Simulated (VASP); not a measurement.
Input of a VASP 6.6.1 run:

The input INCAR:

```
SYSTEM = Se
ALGO = Normal
EDIFF = 1E-6
ENCUT = 520
GGA = PE
ISIF = 2
ISMEAR = 0
LASPH = .TRUE.
LCHARG = .FALSE.
LREAL = .FALSE.
LWAVE = .FALSE.
NBANDS = 16
NELM = 80
PREC = Accurate
SIGMA = 0.017
```

File KPOINTS:

```
k-points
0
G
  7 7 6
  0 0 0
```

POSCAR

```
Se
1.0
    4.3662000000      0.0000000000      0.0000000000
   -2.1831000000      3.7812401180      0.0000000000
    0.0000000000      0.0000000000      4.9536000000
Se
3
Direct
    0.7746000000      0.7746000000      0.0000000000
    0.0000000000      0.2254000000      0.6666666667
    0.2254000000      0.0000000000      0.3333333333
```

Potentials or basis: VASP PAW PBE potentials, release 64 (Se).

The run is started by

```sh
$ cat potpaw_PBE.64/Se/POTCAR > POTCAR
$ mpirun -np 1 vasp_std > vasp.out
```

Task: Estimate the pressure.

Result: 2.9 GPa.

Task: What does it give for the band gap on the k mesh?

Result: 1.21 eV, indirect (least direct gap 1.47 eV).

Stress tensor (GPa, compression positive):
```
2.30 0.00 0.00
0.00 2.30 0.00
0.00 0.00 4.13
```

A k mesh can miss the band edges. Expect the measured gap to be larger: semilocal functionals such as PBE lack the derivative discontinuity.
